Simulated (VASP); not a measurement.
Here is a VASP 6.6.1 calculation.

Contents of INCAR:

```
SYSTEM = AlRu
  ALGO = Normal
  EDIFF = 1E-6
  EDIFFG = -0.04
  ENCUT = 600
  GGA = PE
  IBRION = 2
  ISIF = 3
  ISMEAR = 0
  LASPH = .TRUE.
  LCHARG = .FALSE.
  LREAL = .FALSE.
  LWAVE = .FALSE.
  NELM = 80
  NSW = 90
  PREC = Accurate
  SIGMA = 0.1
```

Contents of KPOINTS:

```
k-points
0
G
  6 6 6
  0 0 0
```

The input POSCAR:

```
AlRu
1.0
    2.0970840828      1.2107520597      1.7480964606
   -2.0970840828      1.2107520597      1.7480964606
    0.0000000000     -2.4215041194      1.7480964606
Al Ru
1 1
Direct
    0.0000000000      0.0000000000      0.0000000000
    0.5000000000      0.5000000000      0.5000000000
```

Potentials or basis: VASP PAW PBE potentials, release 64 (Al, Ru_pv).

The run is started by

```console
$ cat potpaw_PBE.64/Al/POTCAR potpaw_PBE.64/Ru_pv/POTCAR > POTCAR
$ mpirun -np 1 vasp_std > vasp.out
```

Task: Estimate the relaxed cell.

Result: a = 3.003 Å, b = 3.003 Å, c = 3.003 Å, α = 90.03°, β = 90.03°, γ = 90.03°.

Task: Predict the space group after relaxing (to 0.05 Å).

Result: Pm-3m (No. 221).

The path:
```csv
step,energy change (eV),largest force (eV/Å),pressure (GPa),volume (Å³)
1,0.0000,0.0000,3.71,26.63
2,0.0015,0.0000,-5.28,27.83
3,-0.0091,0.0000,-0.83,27.20
4,-0.0110,0.0000,0.02,27.09
```
